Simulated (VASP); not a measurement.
# Zn3Ag (Pm-3m) in VASP: notebook

Runs on Zn3Ag. Level: LDA. Tasks: single point, relaxation of cell and atoms.

All numbers are computed with VASP 6.6.1; they aren't measurements. Logs are shortened: lines on timing, memory, paths and dates and some standing lists are left out, and cuts for length are marked.

## Step 1: The cell of the first run

The structure is cubic, space group Pm-3m (No. 221). Conventional cell: a = 3.820 Å, b = 3.820 Å, c = 3.820 Å, α = 90.00°, β = 90.00°, γ = 90.00°. Zn (site symmetry 4/mmm) has 8 Zn at 2.70 Å and 4 Ag at 2.70 Å within 3.6 Å. Within 3.6 Å of Ag (site symmetry m-3m) lie 12 Zn at 2.70 Å.

## Step 2: Single point, LDA

INCAR reads:

```
SYSTEM = Zn3Ag
ALGO = Normal ; EDIFF = 1E-7
ENCUT = 520 ; ISIF = 2
ISMEAR = 0 ; LASPH = .True.
LCHARG = .False. ; LREAL = .False.
LWAVE = .False. ; NBANDS = 32
NELM = 60 ; PREC = Accurate
SIGMA = 0.1
```

KPOINTS reads:

```
k-points
0
Gamma
  6 6 6
  0 0 0
```

POSCAR reads:

```
Zn3Ag
1.0
    3.8197826116      0.0000000000      0.0000000000
    0.0000000000      3.8197826116      0.0000000000
    0.0000000000      0.0000000000      3.8197826116
Zn Ag
3 1
Direct
    0.0000000000      0.0000000000      0.0000000000
    0.0000000000      0.5000000000      0.5000000000
    0.5000000000      0.0000000000      0.5000000000
    0.5000000000      0.5000000000      0.0000000000
```

Potentials or basis: VASP PAW LDA potentials, release 64 (Zn, Ag).

On the command line:

```console
$ cat potpaw_LDA.64/Zn/POTCAR potpaw_LDA.64/Ag/POTCAR > POTCAR
$ mpirun -np 1 vasp_std > vasp.out
```

OUTCAR:

```text
SYSTEM = Zn3Ag
   EDIFF = 1E-7
   ENCUT = 520
   ISIF = 2
   ISMEAR = 0
   LASPH = .True.
   LREAL = .False.
   NELM = 60
   PREC = Accurate

 ion  position               nearest neighbor table
   1  0.000  0.000  0.000-   2 2.70   3 2.70   4 2.70   2 2.70   3 2.70   2 2.70   4 2.70   2 2.70
                             3 2.70   4 2.70   3 2.70   4 2.70
   2  0.000  0.500  0.500-   1 2.70   3 2.70   4 2.70   1 2.70   4 2.70   1 2.70   3 2.70   1 2.70
                             3 2.70   4 2.70   4 2.70   3 2.70
   3  0.500  0.000  0.500-   1 2.70   2 2.70   4 2.70   1 2.70   4 2.70   2 2.70   4 2.70   4 2.70
                             1 2.70   2 2.70   1 2.70   2 2.70
   4  0.500  0.500  0.000-   1 2.70   2 2.70   3 2.70   2 2.70   3 2.70   1 2.70   3 2.70   3 2.70
                             1 2.70   2 2.70   2 2.70   1 2.70

  LATTYP: Found a simple cubic cell.
 ALAT       =     3.8197826116

  Lattice vectors:

 A1 = (   3.8197826116,   0.0000000000,   0.0000000000)
 A2 = (   0.0000000000,   3.8197826116,   0.0000000000)
 A3 = (   0.0000000000,   0.0000000000,   3.8197826116)

Analysis of symmetry for initial positions (statically):
=====================================================================
 Subroutine PRICEL returns:
 Original cell was already a primitive cell.

 Routine SETGRP: Setting up the symmetry group for a
 simple cubic supercell.

 Subroutine GETGRP returns: Found 48 space group operations
 (whereof 16 operations were pure point group operations)
 out of a pool of 48 trial point group operations.

The static configuration has the point symmetry D_4h.
 The point group associated with its full space group is O_h .

Analysis of symmetry for dynamics (positions and initial velocities):
=====================================================================
 Subroutine PRICEL returns:
 Original cell was already a primitive cell.

 Routine SETGRP: Setting up the symmetry group for a
 simple cubic supercell.

 Subroutine GETGRP returns: Found 48 space group operations
 (whereof 16 operations were pure point group operations)
 out of a pool of 48 trial point group operations.

The dynamic configuration has the point symmetry D_4h.
 The point group associated with its full space group is O_h .

 Subroutine INISYM returns: Found 48 space group operations
 (whereof 16 operations are pure point group operations),
 and found     1 'primitive' translations

----------------------------------------------------------------------------------------

                                     Primitive cell

  volume of cell :      55.7335

  direct lattice vectors                    reciprocal lattice vectors
     3.819782612  0.000000000  0.000000000     0.261795003  0.000000000  0.000000000
     0.000000000  3.819782612  0.000000000     0.000000000  0.261795003  0.000000000
     0.000000000  0.000000000  3.819782612     0.000000000  0.000000000  0.261795003

  length of vectors
     3.819782612  3.819782612  3.819782612     0.261795003  0.261795003  0.261795003

  position of ions in fractional coordinates (direct lattice)
     0.000000000  0.000000000  0.000000000
     0.000000000  0.500000000  0.500000000
     0.500000000  0.000000000  0.500000000
     0.500000000  0.500000000  0.000000000

  ion indices of the primitive-cell ions
   primitive index   ion index
                 1           1
                 2           2
                 3           3
                 4           4

----------------------------------------------------------------------------------------

 KPOINTS: k-points

Automatic generation of k-mesh.
 Grid dimensions read from file:
 generate k-points for:    6    6    6

 Generating k-lattice:

  Cartesian coordinates                     Fractional coordinates (reciprocal lattice)
     0.043632500  0.000000000  0.000000000     0.166666667  0.000000000  0.000000000
     0.000000000  0.043632500  0.000000000     0.000000000  0.166666667  0.000000000
     0.000000000  0.000000000  0.043632500     0.000000000  0.000000000  0.166666667

  Length of vectors
     0.043632500  0.043632500  0.043632500

  Shift w.r.t. Gamma in fractional coordinates (k-lattice)
     0.000000000  0.000000000  0.000000000

 Subroutine IBZKPT returns following result:
 ===========================================

 Found     20 irreducible k-points:

 Following reciprocal coordinates:
            Coordinates               Weight
  0.000000  0.000000  0.000000      1.000000
  0.166667  0.000000  0.000000      6.000000
  0.333333  0.000000  0.000000      6.000000
  0.500000  0.000000  0.000000      3.000000
  0.166667  0.166667  0.000000     12.000000
  0.333333  0.166667  0.000000     24.000000
[... 12 lines left out ...]
  0.500000  0.500000  0.333333      6.000000
  0.500000  0.500000  0.500000      1.000000
   k-points           NKPTS =     20   k-points in BZ     NKDIM =     20   number of bands    NBANDS=     32
   number of dos      NEDOS =    301   number of ions     NIONS =      4
   total plane-waves  NPLWV =  21952
   dimension x,y,z NGX =    28 NGY =   28 NGZ =   28
   dimension x,y,z NGXF=    56 NGYF=   56 NGZF=   56
   ions per type =               3   1
   NGX,Y,Z   is equivalent  to a cutoff of  12.19, 12.19, 12.19 a.u.
   NGXF,Y,Z  is equivalent  to a cutoff of  24.37, 24.37, 24.37 a.u.
 SYSTEM =  Zn3Ag
   PREC   = accura    normal or accurate (medium, high low for compatibility)
   ISTART =      0    job   : 0-new  1-cont  2-samecut
   ICHARG =      2    charge: 1-file 2-atom 10-const
   ISPIN  =      1    spin polarized calculation?
   LNONCOLLINEAR =      F non collinear calculations
   LSORBIT =      F    spin-orbit coupling
   LASPH  =      T    aspherical Exc in radial PAW
   ENCUT  =  520.0 eV  38.22 Ry    6.18 a.u.   7.10  7.10  7.10*2*pi/ulx,y,z
   NELM   =     60;   NELMIN=  2; NELMDL= -5     # of ELM steps
   EDIFF  = 0.1E-06   stopping-criterion for ELM
   LREAL  =      F    real-space projection
   EDIFFG = 0.1E-05   stopping-criterion for IOM
   NSW    =      0    number of steps for IOM
   IBRION =     -1    ionic relax: 0-MD 1-quasi-New 2-CG
   NFREE  =      0    steps in history (QN), initial steepest desc. (CG)
   ISIF   =      2    stress and relaxation
   ISYM   =      2    0-nonsym 1-usesym 2-fastsym
   POTIM  = 0.5000    time-step for ionic-motion
   TEBEG  =    0.0;   TEEND  =   0.0 temperature during run
   PSTRESS=    0.0 pullay stress
   NELECT =      47.0000    total number of electrons
   NUPDOWN=      -1.0000    fix difference up-down
   EMIN   =  10.00;   EMAX   =-10.00  energy-range for DOS
   EFERMI =   0.00;   METHOD = LEGACY
   ISMEAR =     0;   SIGMA  =   0.10  broadening in eV -4-tet -1-fermi 0-gaus
   EFERMI_NEDOS =   21; number of points for ismear=-14 and -15
   IALGO  =     38    algorithm
   IMIX   =      4    mixing-type and parameters
     AMIX     =   0.40;   BMIX     =  1.00
     AMIX_MAG =   1.60;   BMIX_MAG =  1.00
  volume/ion in A,a.u.               =      13.93        94.03
  Fermi-wavevector in a.u.,A,eV,Ry     =   1.546686  2.922813 32.548366  2.392237
  Thomas-Fermi vector in A             =   2.651887
   LORBIT       =      0    0 simple, 1 ext, 2 COOP (PROOUT), +10 PAW based schemes
   GGA     = CA    functional components
   LHFCALC =     F    Hartree Fock is set to
   AEXX    =    0.0000 exact exchange contribution
   IVDW    =     0    specifies the selected vdW correction
   LEPSILON=     F    determine dielectric tensor
   LRPA    =     F    only Hartree local field effects (RPA)
 non-spin polarized calculation
 Gauss-broadening in eV      SIGMA  =   0.10
  energy-cutoff  :      520.00
  volume of cell :       55.73
 maximum number of plane-waves:      1518
   NGX = 15   NGY = 15   NGZ = 15

 number of electron      46.9999959 magnetization

 Free energy of the ion-electron system (eV)
  ---------------------------------------------------
  ext. energy  EPLUGINS =         0.00000000
  ---------------------------------------------------
  free energy    TOTEN  =        -9.48624017 eV

  energy without entropy =       -9.47989410  energy(sigma->0) =       -9.48306713

 E-fermi :   5.7257     XC(G=0): -12.7481

 val. band max:        5.6195719658   @ k =   0.3333   0.3333   0.1667
 cond. band min:       5.7674654551   @ k =   0.5000   0.3333   0.3333
 fundamental gap:      0.1478934893
 Fermi energy:         5.7256533060

 k-point     1 :       0.0000    0.0000    0.0000
  band No.  band energies     occupation
      1      -5.2694      2.00000
      2      -3.1863      2.00000
      3      -3.1863      2.00000
      4      -3.1728      2.00000
      5      -3.0828      2.00000
      6      -3.0828      2.00000
[... 24 lines left out ...]
     31      15.9462      0.00000
     32      15.9462      0.00000

 k-point     2 :       0.1667    0.0000    0.0000
  band No.  band energies     occupation
      1      -4.9659      2.00000
      2      -3.1185      2.00000
      3      -3.0914      2.00000
      4      -3.0792      2.00000
      5      -3.0303      2.00000
      6      -3.0060      2.00000
[... 24 lines left out ...]
     31      14.5301      0.00000
     32      15.5557      0.00000

 k-point     3 :       0.3333    0.0000    0.0000
  band No.  band energies     occupation
      1      -4.1126      2.00000
      2      -2.9844      2.00000
      3      -2.9031      2.00000
      4      -2.8923      2.00000
      5      -2.8212      2.00000
      6      -2.7847      2.00000
[... 24 lines left out ...]
     31      15.4130      0.00000
     32      16.5877      0.00000

 k-point     4 :       0.5000    0.0000    0.0000
  band No.  band energies     occupation
      1      -3.2573      2.00000
      2      -2.9925      2.00000
      3      -2.7974      2.00000
      4      -2.7709      2.00000
      5      -2.6477      2.00000
      6      -2.5625      2.00000
[... 514 lines left out ...]
     31      18.3099      0.00000
     32      19.3866      0.00000

 k-point    19 :       0.5000    0.5000    0.3333
  band No.  band energies     occupation
      1      -3.1629      2.00000
      2      -3.1618      2.00000
      3      -3.1618      2.00000
      4      -3.0499      2.00000
      5      -2.4179      2.00000
      6      -2.4179      2.00000
[... 24 lines left out ...]
     31      18.9996      0.00000
     32      21.1787      0.00000

 k-point    20 :       0.5000    0.5000    0.5000
  band No.  band energies     occupation
      1      -3.2603      2.00000
      2      -3.2603      2.00000
      3      -3.2603      2.00000
      4      -3.1256      2.00000
      5      -2.4112      2.00000
      6      -2.4112      2.00000
[... 24 lines left out ...]
     31      21.0242      0.00000
     32      21.6180      0.00000

------------------------ aborting loop because EDIFF is reached ----------------------------------------

  FORCE on cell =-STRESS in cart. coord.  units (eV):
  Direction    XX          YY          ZZ          XY          YZ          ZX
  --------------------------------------------------------------------------------------
  -------------------------------------------------------------------------------------
  Total        0.2091118      0.2091118      0.2091118      0.0000000      0.0000000      0.0000000
  in kB        6.0113669      6.0113669      6.0113669      0.0000000      0.0000000      0.0000000
  external PRESSURE =       6.0113669 kB  Pullay stress =       0.0000000 kB

 VOLUME and BASIS-vectors are now :
 -----------------------------------------------------------------------------
  energy-cutoff  :      520.00
  volume of cell :       55.73
      direct lattice vectors                 reciprocal lattice vectors
     3.819782612  0.000000000  0.000000000     0.261795003  0.000000000  0.000000000
     0.000000000  3.819782612  0.000000000     0.000000000  0.261795003  0.000000000
     0.000000000  0.000000000  3.819782612     0.000000000  0.000000000  0.261795003

 POSITION                                       TOTAL-FORCE (eV/Angst)
 -----------------------------------------------------------------------------------
      0.00000      0.00000      0.00000         0.000000      0.000000      0.000000
      0.00000      1.90989      1.90989         0.000000      0.000000      0.000000
      1.90989      0.00000      1.90989         0.000000      0.000000      0.000000
      1.90989      1.90989      0.00000         0.000000      0.000000      0.000000
 -----------------------------------------------------------------------------------
    total drift:                                0.000000      0.000000      0.000000

  FREE ENERGIE OF THE ION-ELECTRON SYSTEM (eV)
  ---------------------------------------------------
  free  energy   TOTEN  =        -9.4862401685 eV

  energy  without entropy=       -9.4798940978  energy(sigma->0) =       -9.48306713
```

It took 58 s on 1 thread of Intel Xeon 8259CL, shared host; peak memory 0.16 GiB.

What came out:

* Free energy: -9.4862 eV
* Pressure: 0.6 GPa
* Band gap on the k mesh: zero (an odd number of electrons rules out a gap without spin polarisation)

Levels at points of the mesh, in eV from the Fermi level:
| k point | band 22 | band 23 | band 24 | band 25 | band 26 | band 27 |
| --- | --- | --- | --- | --- | --- | --- |
| (0.00, 0.00, 0.00) | -0.98 | -0.98 | -0.98 | 3.03 | 3.03 | 3.69 |
| (0.50, 0.00, 0.00) | -5.13 | 3.00 | 3.00 | 3.04 | 3.04 | 3.10 |
| (0.50, 0.50, 0.00) | -4.75 | -3.18 | -3.05 | 5.03 | 6.26 | 6.26 |
| (0.50, 0.50, 0.50) | -2.89 | -2.89 | -2.89 | -0.16 | -0.16 | -0.16 |

## Step 3: Relaxation of cell and atoms, LDA

This run uses another cell than the first one, of 15.73 Å³/atom.

INCAR reads:

```
SYSTEM = Zn3Ag
ALGO = Normal ; EDIFF = 1E-7
EDIFFG = -0.01 ; ENCUT = 600
GGA = CA ; IBRION = 2
ISIF = 3 ; ISMEAR = 0
LASPH = .True. ; LCHARG = .False.
LREAL = .False. ; LWAVE = .False.
NELM = 60 ; NSW = 60
PREC = Accurate ; SIGMA = 0.1
```

KPOINTS is that of step 2.

POSCAR reads:

```
Zn3Ag
1.0
    3.9775000000      0.0000000000      0.0000000000
    0.0000000000      3.9775000000      0.0000000000
    0.0000000000      0.0000000000      3.9775000000
Zn Ag
3 1
Direct
    0.0000000000      0.0000000000      0.0000000000
    0.0000000000      0.5000000000      0.5000000000
    0.5000000000      0.0000000000      0.5000000000
    0.5000000000      0.5000000000      0.0000000000
```

Potentials or basis: VASP PAW LDA potentials, release 64 (Zn, Ag).

On the command line:

```console
$ cat potpaw_LDA.64/Zn/POTCAR potpaw_LDA.64/Ag/POTCAR > POTCAR
$ mpirun -np 1 vasp_std > vasp.out
```

It took 2.4 min on 1 thread of Intel Xeon 8259CL, shared host; peak memory 0.19 GiB.

The run converged. Its results:

| Property | Result |
| --- | --- |
| Free energy | -9.4893 eV |
| Relaxed volume | 14.01 Å³/atom |
| Relaxed cell | a = 3.827 Å, b = 3.827 Å, c = 3.827 Å, α = 90.00°, β = 90.00°, γ = 90.00° |
| Space group after relaxing (to 0.1 Å) | Pm-3m (No. 221) |
| Energy gained by relaxing | 57.4 meV/atom |
| Ionic steps | 3 |
| Pressure after relaxing | -0.1 GPa |
| Band gap on the k mesh | zero (an odd number of electrons rules out a gap without spin polarisation) |

The path:
```csv
step,energy change (eV),largest force (eV/Å),pressure (GPa),volume (Å³)
1,0.0000,0.0000,-9.65,62.93
2,-0.2178,0.0000,2.83,54.68
3,-0.2295,0.0000,-0.05,56.04
```

Final structure:
```xyz
4
Lattice="3.8269 0.0000 0.0000 0.0000 3.8269 0.0000 0.0000 0.0000 3.8269" Properties=species:S:1:pos:R:3 pbc="T T T"
Zn    0.0000    0.0000    0.0000
Zn    0.0000    1.9134    1.9134
Zn    1.9134    0.0000    1.9134
Ag    1.9134    1.9134    0.0000
```

Levels at points of the mesh, in eV from the Fermi level:
| k point | band 22 | band 23 | band 24 | band 25 | band 26 | band 27 |
| --- | --- | --- | --- | --- | --- | --- |
| (0.00, 0.00, 0.00) | -0.96 | -0.96 | -0.96 | 3.01 | 3.01 | 3.68 |
| (0.50, 0.00, 0.00) | -5.11 | 3.00 | 3.00 | 3.03 | 3.03 | 3.08 |
| (0.50, 0.50, 0.00) | -4.73 | -3.16 | -3.04 | 5.02 | 6.24 | 6.24 |
| (0.50, 0.50, 0.50) | -2.86 | -2.86 | -2.86 | -0.17 | -0.17 | -0.17 |
